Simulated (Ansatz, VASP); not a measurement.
## LaRhI6 in VASP and in Ansatz

POSCAR

```
LaRhI6
1.0
    4.6933142742      0.0000000000      0.0000000000
    0.0000000000      4.6933142742      0.0000000000
    0.0000000000      0.0000000000     12.1798065031
La Rh I
1 1 6
Direct
    0.0000000000      0.0000000000      0.5000000000
    0.0000000000      0.0000000000      0.0000000000
    0.5000000000      0.5000000000      0.0000000000
    0.5000000000      0.5000000000      0.5000000000
    0.5000000000      0.0000000000      0.2700299796
    0.5000000000      0.0000000000      0.7299700204
    0.0000000000      0.5000000000      0.2700299796
    0.0000000000      0.5000000000      0.7299700204
```

INCAR.step1

```
SYSTEM = LaRhI6
PREC = Accurate
ENCUT = 520
ISMEAR = -1
SIGMA = 0.03
LREAL = .False.
LASPH = .True.
NELM = 60
NBANDS = 44
GGA = PE
ALGO = Normal
EDIFF = 1E-4
LWAVE = .True.
LCHARG = .False.
```

INCAR.step2

```
SYSTEM = LaRhI6
PREC = Accurate
ENCUT = 520
EDIFF = 1E-6
ISMEAR = -1
SIGMA = 0.03
LREAL = .False.
LASPH = .True.
NELM = 60
ALGO = Normal
ISIF = 2
LWAVE = .False.
LCHARG = .False.
METAGGA = R2SCAN
LMIXTAU = .True.
LUSE_VDW = .True.
IVDW_NL = 2
BPARAM = 11.95
CPARAM = 0.0093
NBANDS = 44
ISTART = 1
```

File KPOINTS:

```
regular mesh
0
Gamma
  6 6 2
  0 0 0
```

Input for Ansatz:

```yaml
crystal:
  lattice:
    - [4.6933142742, 0.0, 0.0]
    - [0.0, 4.6933142742, 0.0]
    - [0.0, 0.0, 12.1798065031]
  atoms:
    - { symbol: La, position: [0.0, 0.0, 0.5] }
    - { symbol: Rh, position: [0.0, 0.0, 0.0] }
    - { symbol: I, position: [0.5, 0.5, 0.0] }
    - { symbol: I, position: [0.5, 0.5, 0.5] }
    - { symbol: I, position: [0.5, 0.0, 0.2700299796] }
    - { symbol: I, position: [0.5, 0.0, 0.7299700204] }
    - { symbol: I, position: [0.0, 0.5, 0.2700299796] }
    - { symbol: I, position: [0.0, 0.5, 0.7299700204] }
kpoints:
  mp_grid: { grid: [6, 6, 2] }
  band_path:
    path:
      - [0.0, 0.0, 0.0]
      - [0.0, 0.5, 0.0]
      - [0.5, 0.5, 0.0]
      - [0.0, 0.0, 0.5]
      - [0.0, 0.5, 0.5]
      - [0.5, 0.5, 0.5]
    npoints: 1
hamiltonian:
  xc: r2scan
  dispersion: rvv10
scf:
  occupations: { method: fermi_dirac, width: 0.03 }
  n_extra_bands: 6
output:
  forces: true
  stress: true
  eigenvalues: true
  write_density: true
  write_potential: true
  elf: true
  volumetric_format: npy
```

Alike in both runs: task single point; functional r2SCAN; dispersion rVV10; k mesh 6 × 6 × 2; occupations fermi-dirac, width 0.03 eV; no spin polarisation.

|  | VASP | Ansatz |
| --- | --- | --- |
| version | VASP 6.6.1 | Ansatz 0.2.0 |
| potentials or method | VASP PAW PBE potentials, release 64 (La, Rh_pv, I) | plane waves, PAW |
| plane-wave cutoff (eV) | 520 | 500 |
| valence electrons in the cell | 68 | 130 |

Ansatz gave:

```
pressure (GPa)                     : 0.0
rms of the force components (eV/Å) : 0.003
```

Question: Estimate VASP's values.

Answer: Pressure (GPa): 0.2; rms of the force components (eV/Å): 0.000.

VASP's potentials were made for PBE, not for r2SCAN. Atom by atom the forces differ by 0.003 eV/Å (rms over components). VASP's potentials hold 68 valence electrons a cell and Ansatz's 130, so a difference there can come from the potentials and not from the codes.

Neither program's run includes spin-orbit coupling.
